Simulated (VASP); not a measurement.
Write the native input for VASP 6.6.1 that does the following.

- Task: single point
- Functional: PBE
- Dispersion: D3(BJ)
- Potentials or basis: VASP PAW PBE potentials, release 64 (Sn_d, Se)
- Cutoff: 520 eV
- k mesh: 12 × 12 × 6
- Occupations: gaussian, width 0.03 eV
- Spin: no spin polarisation
- Dipole correction: no
- Further INCAR settings: ALGO = Normal; EDIFF = 1e-07; NBANDS = 20

The structure of SnSe2 lies in POSCAR:

```
SnSe2
1.0
    4.0310010254      0.0000000000      0.0000000000
   -2.0155005127      3.4909492907      0.0000000000
    0.0000000000      0.0000000000      6.0116311105
Sn Se
1 2
Direct
    0.0000000000      0.0000000000      0.0000000000
    0.3333333333      0.6666666667      0.2651529960
    0.6666666667      0.3333333333      0.7348470040
```

This cell differs from its parent crystal: strain +0.050 along x and y, +0.000 along z.

One way to write it, as run:

INCAR

```
PREC = Accurate ; ENCUT = 520
EDIFF = 1E-7 ; ISMEAR = 0
SIGMA = 0.03 ; LREAL = F
LASPH = T ; NELM = 80
ALGO = Normal ; ISIF = 2
LWAVE = F ; LCHARG = F
GGA = PE ; IVDW = 12
NBANDS = 20
```

KPOINTS

```
Automatic mesh
0
Gamma
  12 12 6
```

Potentials or basis: VASP PAW PBE potentials, release 64 (Sn_d, Se).

Command:

```console
$ cat potpaw_PBE.64/Sn_d/POTCAR potpaw_PBE.64/Se/POTCAR > POTCAR
$ mpirun -np 1 vasp_std > vasp.out
```

Results of the run:

| Property | Result |
| --- | --- |
| Pressure | -5.1 GPa |
| Largest force | 0.377 eV/Å |
| Band gap on the k mesh | zero (bands 13 and 14 overlap by 0.01 eV) |
| Dispersion energy per atom | -0.329 eV |

Caveat: the cell differs from its parent crystal (strain +0.050 along x and y, +0.000 along z); the cell stands under tension; semilocal functionals underestimate gaps, so a narrow gap can read as zero; spin-orbit coupling is left out, which moves the levels of the heavy elements.

Run time: 5.3 min on 1 thread of Intel Xeon 8259CL, with other jobs on the host, peak memory 0.32 GiB.
